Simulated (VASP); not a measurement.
CsSnI3:

```xyz
5
Lattice="6.3274 0.0000 0.0000 0.0000 6.3274 0.0000 0.0000 0.0000 6.3274" Properties=species:S:1:pos:R:3 pbc="T T T"
Cs    0.0000    0.0000    0.0000
I     3.1637    3.1637    0.0000
I     3.1637    0.0000    3.1637
I     0.0000    3.1637    3.1637
Sn    3.1637    3.1637    3.1637
```

This cell differs from its parent crystal: volume scaled by 1.06.

Base run:

```yaml
Program: VASP 6.6.1
Functional: PBE
Potentials_or_basis: VASP PAW PBE potentials, release 64 (Cs_sv, I, Sn_d)
Cutoff: 520 eV
k_mesh: 5 × 5 × 5
Occupations: fermi-dirac, width 0.05 eV
Spin: no spin polarisation
```

Its results: band gap on the k mesh 1.80 eV, direct; pressure -0.4 GPa.

Q: The run is repeated on the same cell with these changes: functional from PBE to PBEsol; further incar settings from ALGO = Normal; EDIFF = 1e-07; NBANDS = 30 to ALGO = Normal; EDIFF = 1e-06; NBANDS = 30. What comes out?

A: Band gap on the k mesh 1.78 eV, direct; pressure -1.5 GPa.

Caveats: spin-orbit coupling is left out, which moves the levels of the heavy elements; the PAW data sets were made with another functional, which shifts forces and pressure a little (some runs).

A k mesh can miss the band edges.
